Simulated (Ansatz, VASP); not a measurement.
**Be: VASP beside Ansatz**

```
CELL_PARAMETERS angstrom
-1.26961 1.26961 1.26961
1.26961 -1.26961 1.26961
1.26961 1.26961 -1.26961
ATOMIC_POSITIONS crystal
Be 0.00000 0.00000 0.00000
```

Change from the starting cell: volume scaled by 1.04, crystal datasets.

Alike in both runs: task electric field gradients; functional PBE; k mesh 23 × 23 × 23; occupations fermi-dirac, width 0.03 eV; no spin polarisation.

|  | VASP | Ansatz |
| --- | --- | --- |
| version | VASP 6.6.1 | Ansatz 0.2.0 |
| potentials or method | VASP PAW PBE potentials, release 64 (Be), cutoff 520 eV | all-electron PAW with datasets made for the crystal, scalar-relativistic |

```csv
,VASP,Ansatz,Ansatz less VASP
pressure (GPa),-5.2,-5.3,-0.15
```

Ansatz ran all-electron here, and VASP with PAW potentials.
